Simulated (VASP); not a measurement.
## TiO2: single point with PBE

The system is TiO2.

```
CELL_PARAMETERS angstrom
4.53841 0.00000 0.00000
0.00000 4.53841 0.00000
0.00000 0.00000 3.26811
ATOMIC_POSITIONS crystal
Ti 0.00000 0.00000 0.00000
Ti 0.50000 0.50000 0.50000
O 0.30510 0.30510 0.00000
O 0.19490 0.80510 0.50000
O 0.69490 0.69490 0.00000
O 0.80510 0.19490 0.50000
```

This cell differs from its parent crystal: volume 11.219 Å^3 an atom, c/a of the conventional cell 0.7201.

```
Program             : VASP 6.6.1
Task                : single point
Functional          : PBE
Potentials or basis : VASP PAW PBE potentials, release 64 (Ti_sv, O)
Cutoff              : 520 eV
k mesh              : 8 × 8 × 10
Occupations         : gaussian, width 0.05 eV
Spin                : no spin polarisation
```

| Item | Value |
| --- | --- |
| Pressure | -12.5 GPa |
| Largest force | 0.033 eV/Å |
| Band gap on the k mesh | 1.67 eV, direct |

Forces in eV/Å, atoms in the order of the input:
```
Ti   0.000  0.000  0.000
Ti   0.000  0.000  0.000
O   -0.023 -0.023  0.000
O    0.023 -0.023  0.000
O    0.023  0.023  0.000
O   -0.023  0.023  0.000
```

Stress tensor (GPa, compression positive):
```
 -4.28   0.00   0.00
  0.00  -4.28   0.00
  0.00   0.00 -29.03
```

Levels at points of the mesh, in eV from the valence-band top:
| k point | band 21 | band 22 | band 23 | band 24 | band 25 | band 26 | band 27 | band 28 |
| --- | --- | --- | --- | --- | --- | --- | --- | --- |
| (0.00, 0.00, 0.00) | -0.87 | -0.27 | -0.27 | 0.00 | 1.67 | 2.01 | 2.01 | 2.02 |
| (0.50, 0.00, 0.00) | -2.03 | -2.03 | -0.62 | -0.62 | 2.26 | 2.26 | 2.62 | 2.62 |
| (0.50, 0.50, 0.00) | -1.64 | -1.64 | -0.81 | -0.81 | 1.78 | 1.78 | 2.05 | 2.05 |
| (0.00, 0.00, 0.50) | -2.04 | -2.04 | -1.17 | -1.17 | 2.13 | 2.13 | 2.81 | 2.81 |
| (0.50, 0.00, 0.50) | -1.80 | -1.80 | -0.86 | -0.86 | 1.75 | 1.75 | 2.23 | 2.23 |
| (0.50, 0.50, 0.50) | -1.17 | -1.17 | -0.50 | -0.50 | 2.20 | 2.20 | 2.41 | 2.41 |

Wall time 86 s on 1 thread of Intel(R) Xeon(R) 6975P-C (Granite Rapids), on a shared host, peak memory 0.28 GiB.

 A k mesh can miss the band edges.
